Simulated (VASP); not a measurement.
# RuS (Fm-3m) in VASP: notebook, part 2 of 2

VASP 6.6.1.

### Step 4. Single point, PBEsol (13.86 Å³/atom)

This run uses another cell than the first one, of 13.86 Å³/atom.

INCAR

```
SYSTEM = RuS
PREC = Accurate ; ENCUT = 520
EDIFF = 1E-6 ; ISMEAR = 0
SIGMA = 0.05 ; LREAL = .False.
LASPH = .True. ; NELM = 80
ALGO = Normal ; ISIF = 2
LWAVE = .False. ; LCHARG = .False.
GGA = PS ; NBANDS = 17
```

KPOINTS

```
regular mesh
0
Gamma
  10 10 10
  0 0 0
```

POSCAR

```
RuS
1.0
    0.0000000000      2.4020783177      2.4020783177
    2.4020783177      0.0000000000      2.4020783177
    2.4020783177      2.4020783177      0.0000000000
Ru S
1 1
Direct
    0.5000000000      0.5000000000      0.5000000000
    0.0000000000      0.0000000000      0.0000000000
```

Potentials or basis: VASP PAW PBE potentials, release 64 (Ru_pv, S).

The run is started by

```
cat potpaw_PBE.64/Ru_pv/POTCAR potpaw_PBE.64/S/POTCAR > POTCAR
mpirun -np 1 vasp_std > vasp.out
```

OUTCAR:

```text
SYSTEM = RuS
   PREC = Accurate
   ENCUT = 520
   EDIFF = 1E-6
   ISMEAR = 0
   LREAL = .False.
   LASPH = .True.
   NELM = 80
   ISIF = 2
   GGA = PS

 ion  position               nearest neighbor table
   1  0.500  0.500  0.500-   2 2.40   2 2.40   2 2.40   2 2.40   2 2.40   2 2.40
   2  0.000  0.000  0.000-   1 2.40   1 2.40   1 2.40   1 2.40   1 2.40   1 2.40

  LATTYP: Found a face centered cubic cell.
 ALAT       =     4.8041566354

  Lattice vectors:

 A1 = (   0.0000000000,   2.4020783177,   2.4020783177)
 A2 = (   2.4020783177,   0.0000000000,   2.4020783177)
 A3 = (   2.4020783177,   2.4020783177,   0.0000000000)

Analysis of symmetry for initial positions (statically):
=====================================================================
 Subroutine PRICEL returns:
 Original cell was already a primitive cell.

 Routine SETGRP: Setting up the symmetry group for a
 face centered cubic supercell.

 Subroutine GETGRP returns: Found 48 space group operations
 (whereof 48 operations were pure point group operations)
 out of a pool of 48 trial point group operations.

The static configuration has the point symmetry O_h .

Analysis of symmetry for dynamics (positions and initial velocities):
[... 163 lines left out ...]
 cond. band min:      11.1484857835   @ k =  -0.4000   0.4000   0.2000
 fundamental gap:      0.0188441495
 Fermi energy:        11.1340570803

 k-point     1 :       0.0000    0.0000    0.0000
  band No.  band energies     occupation
      1     -31.2244      2.00000
      2     -31.2244      2.00000
      3     -31.2244      2.00000
      4      -5.0795      2.00000
      5       8.3994      2.00000
      6       8.3994      2.00000
[... 457 lines left out ...]
      4      -3.5645      2.00000
      5       4.0265      2.00000
      6       6.2306      2.00000
[... 9 lines left out ...]
     16      22.5331      0.00000
     17      22.8433      0.00000

 [... further k-points ...]

------------------------ aborting loop because EDIFF is reached ----------------------------------------

  FORCE on cell =-STRESS in cart. coord.  units (eV):
  Direction    XX          YY          ZZ          XY          YZ          ZX
  --------------------------------------------------------------------------------------
  -------------------------------------------------------------------------------------
  Total        0.7241931      0.7241931      0.7241931      0.0000000      0.0000000     -0.0000000
  in kB       41.8575184     41.8575184     41.8575184      0.0000000      0.0000000     -0.0000000
  external PRESSURE =      41.8575184 kB  Pullay stress =       0.0000000 kB

 VOLUME and BASIS-vectors are now :
 -----------------------------------------------------------------------------
  energy-cutoff  :      520.00
  volume of cell :       27.72
      direct lattice vectors                 reciprocal lattice vectors
     0.000000000  2.402078318  2.402078318    -0.208153080  0.208153080  0.208153080
     2.402078318  0.000000000  2.402078318     0.208153080 -0.208153080  0.208153080
     2.402078318  2.402078318  0.000000000     0.208153080  0.208153080 -0.208153080

 POSITION                                       TOTAL-FORCE (eV/Angst)
 -----------------------------------------------------------------------------------
      2.40208      2.40208      2.40208         0.000000      0.000000     -0.000000
      0.00000      0.00000      0.00000        -0.000000     -0.000000      0.000000
 -----------------------------------------------------------------------------------
    total drift:                                0.000000      0.000000      0.000000

  FREE ENERGIE OF THE ION-ELECTRON SYSTEM (eV)
  ---------------------------------------------------
  free  energy   TOTEN  =       -13.9803346694 eV

  energy  without entropy=      -13.9741644792  energy(sigma->0) =      -13.97724957
```

OSZICAR:

```text
N       E                     dE             d eps       ncg     rms          rms(c)
DAV:   1     0.152460233003E+03    0.15246E+03   -0.11800E+04  1606   0.118E+03
DAV:   2    -0.106410419737E+02   -0.16310E+03   -0.15840E+03  1853   0.333E+02
DAV:   3    -0.143406164596E+02   -0.36996E+01   -0.36707E+01  1833   0.499E+01
DAV:   4    -0.143677702007E+02   -0.27154E-01   -0.27132E-01  2192   0.430E+00
DAV:   5    -0.143681406177E+02   -0.37042E-03   -0.37030E-03  1878   0.455E-01    0.179E+01
DAV:   6    -0.140378608508E+02    0.33028E+00   -0.17382E+00  1719   0.129E+01    0.843E+00
DAV:   7    -0.139889477975E+02    0.48913E-01   -0.25872E-01  1831   0.520E+00    0.570E+00
DAV:   8    -0.139806011402E+02    0.83467E-02   -0.36008E-02  2100   0.159E+00    0.490E-01
DAV:   9    -0.139805561853E+02    0.44955E-04   -0.12402E-03  1943   0.222E-01    0.438E-01
DAV:  10    -0.139803738267E+02    0.18236E-03   -0.70002E-04  2007   0.222E-01    0.104E-01
DAV:  11    -0.139803346821E+02    0.39145E-04   -0.11511E-04  1838   0.871E-02    0.299E-02
DAV:  12    -0.139803346694E+02    0.12720E-07   -0.70855E-06  2030   0.212E-02
   1 F= -.13980335E+02 E0= -.13977250E+02  d E =-.617019E-02
```

Run time: 23 s. Hardware: 1 thread of Intel Xeon Platinum 8488C (Sapphire Rapids), shared host; peak memory 0.17 GiB.

What came out:

* Free energy: -13.9803 eV
* Pressure: 4.2 GPa
* Band gap on the k mesh: zero (bands 10 and 11 overlap by 2.32 eV)

Caveat: the cell stands under pressure; the PAW data sets were made with another functional, which shifts forces and pressure a little.

### Step 5. The runs side by side

| cell | gap on the mesh (eV) | pressure (GPa) |
| --- | --- | --- |
| a = 3.374 Å, angles 60.0°, 2 atoms | none | 9.0 |
| a = 3.420 Å, angles 60.0°, 2 atoms | none | 0.1 |
| a = 3.397 Å, angles 60.0°, 2 atoms | none | 4.2 |

Alike in all rows: task single point; level PBEsol; potentials or basis VASP PAW PBE potentials, release 64 (Ru_pv, S); no spin polarisation; k mesh 10 × 10 × 10; cutoff (eV) 520; smearing gaussian 0.05 eV.

Caveats: the PAW data sets were made with another functional, which shifts forces and pressure a little; the cell stands under pressure (at least some runs).

Absolute energies hang on the potentials; compare differences alone.
